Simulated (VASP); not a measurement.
# Au (Fm-3m) in VASP: settings compared, part 2 of 2

VASP 6.6.1.

## Step 4: Single point, revPBE

This run uses another cell than the first one, of 18.33 Å³/atom, 1.087 times its volume.

Input file INCAR:

```
SYSTEM = Au
ALGO = Normal
EDIFF = 1E-6
ENCUT = 520
GGA = RE
ISIF = 2
ISMEAR = -1
LASPH = .True.
LCHARG = .False.
LREAL = .False.
LWAVE = .False.
NBANDS = 12
NELM = 60
PREC = Accurate
SIGMA = 0.05
```

Input file KPOINTS:

```
k-points
0
Gamma
  11 11 11
  0 0 0
```

Input file POSCAR:

```
Au
1.0
    0.0000000000      2.0925371380      2.0925371380
    2.0925371380      0.0000000000      2.0925371380
    2.0925371380      2.0925371380      0.0000000000
Au
1
Direct
    0.0000000000      0.0000000000      0.0000000000
```

Potentials or basis: VASP PAW PBE potentials, release 64 (Au).

The run is started by

```bash
cat potpaw_PBE.64/Au/POTCAR > POTCAR
mpirun -np 1 vasp_std > vasp.out
```

OUTCAR:

```text
SYSTEM = Au
   EDIFF = 1E-6
   ENCUT = 520
   GGA = RE
   ISIF = 2
   ISMEAR = -1
   LASPH = .True.
   LREAL = .False.
   NELM = 60
   PREC = Accurate

 ion  position               nearest neighbor table
   1  0.000  0.000  0.000-

  LATTYP: Found a face centered cubic cell.
 ALAT       =     4.1850742760

  Lattice vectors:

 A1 = (   0.0000000000,   2.0925371380,   2.0925371380)
 A2 = (   2.0925371380,   0.0000000000,   2.0925371380)
[... 539 lines left out ...]
     12      31.9329      0.00000

 [... further k-points ...]

------------------------ aborting loop because EDIFF is reached ----------------------------------------

  FORCE on cell =-STRESS in cart. coord.  units (eV):
  Direction    XX          YY          ZZ          XY          YZ          ZX
  --------------------------------------------------------------------------------------
  -------------------------------------------------------------------------------------
  Total       -0.0221897     -0.0221897     -0.0221897      0.0000000     -0.0000000      0.0000000
  in kB       -1.9400460     -1.9400460     -1.9400460      0.0000000     -0.0000000      0.0000000
  external PRESSURE =      -1.9400460 kB  Pullay stress =       0.0000000 kB

 VOLUME and BASIS-vectors are now :
 -----------------------------------------------------------------------------
  energy-cutoff  :      520.00
  volume of cell :       18.33
      direct lattice vectors                 reciprocal lattice vectors
     0.000000000  2.092537138  2.092537138    -0.238944385  0.238944385  0.238944385
     2.092537138  0.000000000  2.092537138     0.238944385 -0.238944385  0.238944385
     2.092537138  2.092537138  0.000000000     0.238944385  0.238944385 -0.238944385

 POSITION                                       TOTAL-FORCE (eV/Angst)
 -----------------------------------------------------------------------------------
      0.00000      0.00000      0.00000        -0.000000      0.000000     -0.000000
 -----------------------------------------------------------------------------------
    total drift:                                0.000000      0.000000     -0.000000

  FREE ENERGIE OF THE ION-ELECTRON SYSTEM (eV)
  ---------------------------------------------------
  free  energy   TOTEN  =        -2.7454730232 eV

  energy  without entropy=       -2.7446828419  energy(sigma->0) =       -2.74507793
```

Wall time 10 s (1 thread of AMD EPYC 7R13 (Zen 3), shared host); peak memory 0.11 GiB.

Results:

- Free energy: -2.7455 eV
- Pressure: -0.2 GPa

Levels at points of the mesh, in eV from the Fermi level:
| k point | band 4 | band 5 | band 6 | band 7 | band 8 | band 9 |
| --- | --- | --- | --- | --- | --- | --- |
| (0.00, 0.00, 0.00) | -4.45 | -3.13 | -3.13 | 14.46 | 18.06 | 18.06 |

Caveat: the PAW data sets were made with another functional, which shifts forces and pressure a little; spin-orbit coupling is left out, which moves the levels of the heavy elements.

## Step 5: Relaxation of cell and atoms, revPBE

Input file INCAR:

```
PREC = Accurate ; ENCUT = 600
EDIFF = 1E-7 ; ISMEAR = -1
SIGMA = 0.05 ; LREAL = F
LASPH = T ; NELM = 100
ALGO = Normal ; ISIF = 3
LWAVE = F ; LCHARG = F
GGA = RE ; IBRION = 2
NSW = 80 ; EDIFFG = -0.01
```

Input file KPOINTS:

```
regular mesh
0
Gamma
  11 11 11
```

Input file POSCAR:

```
Au
1.0
    0.0000000000      2.0350000000      2.0350000000
    2.0350000000      0.0000000000      2.0350000000
    2.0350000000      2.0350000000      0.0000000000
Au
1
Direct
    0.0000000000      0.0000000000      0.0000000000
```

The run is started by

```bash
cat potpaw_PBE.64/Au/POTCAR > POTCAR
mpirun -np 1 vasp_std > vasp.out
```

Run time: 24 s. Hardware: 1 thread of AMD EPYC 7R13 (Zen 3), shared host; peak memory 0.13 GiB.

It converged, with:

| Property | Result |
| --- | --- |
| Free energy | -2.7450 eV |
| Relaxed volume | 18.31 Å³/atom |
| Relaxed cell | a = 2.959 Å, b = 2.959 Å, c = 2.959 Å, α = 60.00°, β = 60.00°, γ = 60.00° |
| Space group after relaxing (to 0.05 Å) | Fm-3m (No. 225) |
| Energy gained by relaxing | 55.5 meV/atom |
| Ionic steps | 4 |
| Pressure after relaxing | -0.1 GPa |

Step by step:
| step | energy change (eV) | largest force (eV/Å) | pressure (GPa) | volume (Å³) |
| --- | --- | --- | --- | --- |
| 1 | 0.0000 | 0.0000 | 13.51 | 16.85 |
| 2 | 0.0292 | 0.0000 | -10.42 | 20.56 |
| 3 | -0.0554 | 0.0000 | -0.28 | 18.35 |
| 4 | -0.0555 | 0.0000 | -0.06 | 18.31 |

Final structure:
```yaml
crystal:
  lattice:
    - [0.00000, 2.09200, 2.09200]
    - [2.09200, 0.00000, 2.09200]
    - [2.09200, 2.09200, 0.00000]
  atoms:
    - { symbol: Au, position: [0.00000, 0.00000, 0.00000] }
```

Levels at points of the mesh, in eV from the Fermi level:
| k point | band 4 | band 5 | band 6 | band 7 | band 8 | band 9 |
| --- | --- | --- | --- | --- | --- | --- |
| (0.00, 0.00, 0.00) | -4.46 | -3.13 | -3.13 | 14.46 | 18.07 | 18.07 |

Caveat: the PAW data sets were made with another functional, which shifts forces and pressure a little; spin-orbit coupling is left out, which moves the levels of the heavy elements. revPBE gives volumes clearly too large for solids.

## Step 6: Single point, LDA, non-collinear spin, zero start, spin-orbit coupling

Input file INCAR:

```
ALGO = Fast
EDIFF = 1E-6
ENCUT = 520
GGA = CA
GGA_COMPAT = F
ISIF = 2
ISMEAR = -1
LASPH = T
LCHARG = T
LMAXMIX = 4
LORBIT = 11
LORBMOM = T
LREAL = F
LSORBIT = T
LVHAR = T
LWAVE = F
MAGMOM = 0 0 0
NBANDS = 22
NELM = 150
PREC = Accurate
SIGMA = 0.05
```

Input file KPOINTS:

```
k-points
0
Gamma
  8 8 8
```

POSCAR is that of step 5.

Potentials or basis: VASP PAW LDA potentials, release 64 (Au).

The run is started by

```bash
cat potpaw_LDA.64/Au/POTCAR > POTCAR
mpirun -np 1 vasp_ncl > vasp.out
```

Wall time 23 s (1 thread of AMD EPYC 7R13 (Zen 3), shared host); peak memory 0.15 GiB.

Results (log left out):

```
Free energy                                           : -4.7040 eV
Pressure                                              : -2.7 GPa
Net moment                                            : 0.00 μB per cell
Valence electrons inside the program's atomic spheres : Au 9.67
```

Moments on the atoms (μB; x, y, z):
```
Au  0.00 0.00 0.00
```

## Step 7: The runs side by side

| task | level | potentials or basis | spin | cell | k mesh | cutoff (eV) | smearing | gap on the mesh (eV) | pressure (GPa) |
| --- | --- | --- | --- | --- | --- | --- | --- | --- | --- |
| single point | PBE | VASP PAW PBE potentials, release 64 (Au) | off | a = 2.878 Å, angles 60.0°, 1 atom | 11 × 11 × 11 | 520 | gaussian 0.015 eV | none | 10.5 |
| single point | PBE | VASP PAW PBE potentials, release 64 (Au) | off | a = 2.878 Å, angles 60.0°, 1 atom | 11 × 11 × 11 | 520 | gaussian 0.018 eV | none | 10.6 |
| single point | revPBE | VASP PAW PBE potentials, release 64 (Au) | off | a = 2.959 Å, angles 60.0°, 1 atom | 11 × 11 × 11 | 520 | fermi-dirac 0.05 eV | none | -0.2 |
| relaxation of cell and atoms | revPBE | VASP PAW PBE potentials, release 64 (Au) | off | relaxed from a = 2.878 Å, angles 60.0°, 1 atom | 11 × 11 × 11 | 600 | fermi-dirac 0.05 eV | none | -0.1 |
| single point | LDA | VASP PAW LDA potentials, release 64 (Au) | non-collinear, zero start, SOC | a = 2.878 Å, angles 60.0°, 1 atom | 8 × 8 × 8 | 520 | fermi-dirac 0.05 eV | - | -2.7 |

Caveats: spin-orbit coupling is left out, which moves the levels of the heavy elements (some runs); the PAW data sets were made with another functional, which shifts forces and pressure a little (some runs).

Absolute energies hang on the potentials; compare differences alone.
